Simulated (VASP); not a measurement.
# Au (Fm-3m) in VASP: notebook

Aim: see how the results for Au move with the level of theory and the settings. Levels: LDA, r2SCAN. Tasks: single point.

All numbers are computed with VASP 6.6.1; they aren't measurements. Logs are shortened: lines on timing, memory, paths and dates and some standing lists are left out, and cuts for length are marked.

## Step 1: The cell of the first run

It takes space group Fm-3m (No. 225, cubic). Conventional cell: a = 4.114 Å, b = 4.114 Å, c = 4.114 Å, α = 90.00°, β = 90.00°, γ = 90.00°. Au (site symmetry m-3m) has 12 Au at 2.91 Å within 3.8 Å.

## Step 2: Single point, LDA

Input file INCAR:

```
ALGO     = Normal         # electronic algorithm
EDIFF    = 1E-6           # SCF threshold, eV
ENCUT    = 500            # plane-wave cutoff, eV
GGA      = CA             # functional
GGA_COMPAT= False        
ISIF     = 2              # what is computed and relaxed
ISMEAR   = -1             # smearing method
LASPH    = True           # aspherical terms in the spheres
LCHARG   = False          # write CHGCAR
LREAL    = False          # projectors in reciprocal space
LWAVE    = False          # write WAVECAR
NBANDS   = 12             # bands
NELM     = 120            # most SCF steps
PREC     = Accurate       # precision mode
SIGMA    = 0.1            # smearing width, eV
```

Input file KPOINTS:

```
k-points
0
Gamma
  7 7 7
```

Input file POSCAR:

```
Au
1.0
    0.0000000000      2.0571330000      2.0571330000
    2.0571330000      0.0000000000      2.0571330000
    2.0571330000      2.0571330000      0.0000000000
Au
1
Direct
    0.0000000000      0.0000000000      0.0000000000
```

Potentials or basis: VASP PAW LDA potentials, release 64 (Au).

Launch:

```sh
$ cat potpaw_LDA.64/Au/POTCAR > POTCAR
$ mpirun -np 1 vasp_std > vasp.out
```

OUTCAR:

```text
EDIFF = 1E-6
   ENCUT = 500
   GGA = CA
   ISIF = 2
   ISMEAR = -1
   LASPH = True
   LREAL = False
   NELM = 120
   PREC = Accurate

 ion  position               nearest neighbor table
   1  0.000  0.000  0.000-

  LATTYP: Found a face centered cubic cell.
 ALAT       =     4.1142660000

  Lattice vectors:

 A1 = (   0.0000000000,   2.0571330000,   2.0571330000)
 A2 = (   2.0571330000,   0.0000000000,   2.0571330000)
 A3 = (   2.0571330000,   2.0571330000,   0.0000000000)

Analysis of symmetry for initial positions (statically):
=====================================================================
 Subroutine PRICEL returns:
 Original cell was already a primitive cell.

 Routine SETGRP: Setting up the symmetry group for a
 face centered cubic supercell.

 Subroutine GETGRP returns: Found 48 space group operations
 (whereof 48 operations were pure point group operations)
 out of a pool of 48 trial point group operations.

The static configuration has the point symmetry O_h .

Analysis of symmetry for dynamics (positions and initial velocities):
=====================================================================
 Subroutine PRICEL returns:
 Original cell was already a primitive cell.

 Routine SETGRP: Setting up the symmetry group for a
 face centered cubic supercell.

 Subroutine GETGRP returns: Found 48 space group operations
 (whereof 48 operations were pure point group operations)
 out of a pool of 48 trial point group operations.

The dynamic configuration has the point symmetry O_h .

 Subroutine INISYM returns: Found 48 space group operations
 (whereof 48 operations are pure point group operations),
 and found     1 'primitive' translations

----------------------------------------------------------------------------------------

                                     Primitive cell

  volume of cell :      17.4107

  direct lattice vectors                    reciprocal lattice vectors
     0.000000000  2.057133000  2.057133000    -0.243056720  0.243056720  0.243056720
     2.057133000  0.000000000  2.057133000     0.243056720 -0.243056720  0.243056720
     2.057133000  2.057133000  0.000000000     0.243056720  0.243056720 -0.243056720

  length of vectors
     2.909225388  2.909225388  2.909225388     0.420986589  0.420986589  0.420986589

  position of ions in fractional coordinates (direct lattice)
     0.000000000  0.000000000  0.000000000

  ion indices of the primitive-cell ions
   primitive index   ion index
                 1           1

[... 73 lines left out ...]
   ISYM   =      2    0-nonsym 1-usesym 2-fastsym
   POTIM  = 0.5000    time-step for ionic-motion
   TEBEG  =    0.0;   TEEND  =   0.0 temperature during run
   PSTRESS=    0.0 pullay stress
   NELECT =      11.0000    total number of electrons
   NUPDOWN=      -1.0000    fix difference up-down
   EMIN   =  10.00;   EMAX   =-10.00  energy-range for DOS
   EFERMI =   0.00;   METHOD = LEGACY
   ISMEAR =    -1;   SIGMA  =   0.10  broadening in eV -4-tet -1-fermi 0-gaus
   EFERMI_NEDOS =   21; number of points for ismear=-14 and -15
   IALGO  =     38    algorithm
   IMIX   =      4    mixing-type and parameters
     AMIX     =   0.40;   BMIX     =  1.00
     AMIX_MAG =   1.60;   BMIX_MAG =  1.00
  volume/ion in A,a.u.               =      17.41       117.49
  Fermi-wavevector in a.u.,A,eV,Ry     =   1.404753  2.654599 26.848805  1.973331
  Thomas-Fermi vector in A             =   2.527283
   LORBIT       =      0    0 simple, 1 ext, 2 COOP (PROOUT), +10 PAW based schemes
   GGA     = CA    functional components
   LHFCALC =     F    Hartree Fock is set to
   AEXX    =    0.0000 exact exchange contribution
   IVDW    =     0    specifies the selected vdW correction
   LEPSILON=     F    determine dielectric tensor
   LRPA    =     F    only Hartree local field effects (RPA)
 non-spin polarized calculation
  energy-cutoff  :      500.00
  volume of cell :       17.41
 maximum number of plane-waves:       459
 NGX is ok and might be reduce to    24
   NGX = 11   NGY = 11   NGZ = 11

 number of electron      11.0000001 magnetization

 Free energy of the ion-electron system (eV)
  ---------------------------------------------------
  ext. energy  EPLUGINS =         0.00000000
  ---------------------------------------------------
  free energy    TOTEN  =        -4.47973249 eV

  energy without entropy =       -4.47589646  energy(sigma->0) =       -4.47781447

 E-fermi :   8.5585     XC(G=0): -12.8580

 val. band max:        8.1583619853   @ k =   0.4286   0.2857   0.0000
 cond. band min:       8.5609892671   @ k =   0.4286   0.4286   0.0000
 fundamental gap:      0.4026272818
 Fermi energy:         8.5584621944

 k-point     1 :       0.0000    0.0000    0.0000
  band No.  band energies     occupation
      1      -0.7634      2.00000
      2       4.3384      2.00000
      3       4.3384      2.00000
      4       4.3384      2.00000
      5       5.8199      2.00000
      6       5.8199      2.00000
      7      23.4437      0.00000
      8      27.2692      0.00000
      9      27.2692      0.00000
     10      27.2692      0.00000
     11      32.2305      0.00000
     12      36.5739      0.00000
[... 271 lines left out ...]
 k-point    20 :      -0.2857    0.4286    0.1429
  band No.  band energies     occupation
      1       3.0740      2.00000
      2       3.5283      2.00000
      3       4.3313      2.00000
      4       5.7583      2.00000
      5       7.0613      2.00000
      6      12.5632      0.00000
      7      14.6847      0.00000
      8      15.8385      0.00000
      9      19.6890      0.00000
     10      28.8182      0.00000
     11      32.3270      0.00000
     12      33.9162      0.00000

------------------------ aborting loop because EDIFF is reached ----------------------------------------

  FORCE on cell =-STRESS in cart. coord.  units (eV):
  Direction    XX          YY          ZZ          XY          YZ          ZX
  --------------------------------------------------------------------------------------
  -------------------------------------------------------------------------------------
  Total       -0.8851180     -0.8851180     -0.8851180     -0.0000000      0.0000000     -0.0000000
  in kB      -81.4506687    -81.4506687    -81.4506687     -0.0000000      0.0000000     -0.0000000
  external PRESSURE =     -81.4506687 kB  Pullay stress =       0.0000000 kB

 VOLUME and BASIS-vectors are now :
 -----------------------------------------------------------------------------
  energy-cutoff  :      500.00
  volume of cell :       17.41
      direct lattice vectors                 reciprocal lattice vectors
     0.000000000  2.057133000  2.057133000    -0.243056720  0.243056720  0.243056720
     2.057133000  0.000000000  2.057133000     0.243056720 -0.243056720  0.243056720
     2.057133000  2.057133000  0.000000000     0.243056720  0.243056720 -0.243056720

 POSITION                                       TOTAL-FORCE (eV/Angst)
 -----------------------------------------------------------------------------------
      0.00000      0.00000      0.00000         0.000000      0.000000     -0.000000
 -----------------------------------------------------------------------------------
    total drift:                                0.000000     -0.000000     -0.000000

  FREE ENERGIE OF THE ION-ELECTRON SYSTEM (eV)
  ---------------------------------------------------
  free  energy   TOTEN  =        -4.4797324912 eV

  energy  without entropy=       -4.4758964576  energy(sigma->0) =       -4.47781447
```

stdout:

```text
POSCAR found type information on POSCAR Au
 POSCAR found :  1 types and       1 ions
 scaLAPACK will be used
 LDA part: xc-table for (Slater(with rela. corr.)+CA(PZ))
 , standard interpolation
 POSCAR, INCAR and KPOINTS ok, starting setup
 FFT: planning ... GRIDC
 FFT: planning ... GRID_SOFT
 FFT: planning ... GRID
 WAVECAR not read
 entering main loop
```

Wall time 3.1 s (1 thread of Intel Xeon Platinum 8259CL at 2.50GHz (Skylake/Cascade Lake), shared host); peak memory 0.13 GiB.

Results:

* Free energy: -4.4797 eV
* Pressure: -8.1 GPa
* Band gap on the k mesh: zero (an odd number of electrons rules out a gap without spin polarisation)

Levels at points of the mesh, in eV from the Fermi level:
| k point | band 2 | band 3 | band 4 | band 5 | band 6 | band 7 | band 8 | band 9 | band 10 | band 11 |
| --- | --- | --- | --- | --- | --- | --- | --- | --- | --- | --- |
| (0.00, 0.00, 0.00) | -4.22 | -4.22 | -4.22 | -2.74 | -2.74 | 14.89 | 18.71 | 18.71 | 18.71 | 23.67 |

Caveat: the k points lie up to 0.38 Å⁻¹ apart, too coarse for converged energies and pressures of a metal; spin-orbit coupling is left out, which moves the levels of the heavy elements.

## Step 3: Single point, r2SCAN

POSCAR is that of step 2.

Input file INCAR.step1:

```
SYSTEM = Au
  ALGO = Normal
  EDIFF = 1E-5
  ENCUT = 550
  GGA = PE
  GGA_COMPAT = .False.
  ISMEAR = -1
  LASPH = .True.
  LCHARG = .False.
  LREAL = .False.
  LWAVE = .True.
  NBANDS = 12
  NELM = 120
  PREC = Accurate
  SIGMA = 0.1
```

Input file INCAR.step2:

```
SYSTEM = Au
  ALGO = Normal
  EDIFF = 1E-6
  ENCUT = 550
  GGA_COMPAT = .False.
  ISIF = 2
  ISMEAR = -1
  ISTART = 1
  LASPH = .True.
  LCHARG = .False.
  LMIXTAU = .True.
  LREAL = .False.
  LWAVE = .False.
  METAGGA = R2SCAN
  NBANDS = 12
  NELM = 120
  PREC = Accurate
  SIGMA = 0.1
```

Input file KPOINTS:

```
k-points
0
Gamma
  7 7 7
  0 0 0
```

Potentials or basis: VASP PAW PBE potentials, release 64 (Au).

Launch:

```sh
$ cat potpaw_PBE.64/Au/POTCAR > POTCAR
$ cp INCAR.step1 INCAR
$ mpirun -np 1 vasp_std > vasp.out
$ cp INCAR.step2 INCAR
$ mpirun -np 1 vasp_std > vasp.out
```

It took 16 s on 1 thread of Intel Xeon Platinum 8259CL at 2.50GHz (Skylake/Cascade Lake), shared host; peak memory 0.14 GiB.

The run converged. Its results:

```
Free energy            : -50.6525 eV
Pressure               : 1.1 GPa
Band gap on the k mesh : zero (an odd number of electrons rules out a gap without spin polarisation)
```

Levels at points of the mesh, in eV from the Fermi level:
```csv
k point,band 4,band 5,band 6,band 7,band 8,band 9
"(0.00, 0.00, 0.00)",-4.57,-3.09,-3.09,15.60,19.57,19.57
```

Caveat: the k points lie up to 0.38 Å⁻¹ apart, too coarse for converged energies and pressures of a metal; the PAW data sets were made with another functional, which shifts forces and pressure a little; spin-orbit coupling is left out, which moves the levels of the heavy elements.

The gap in the log of VASP goes by the Fermi energy; the results here count the filled bands.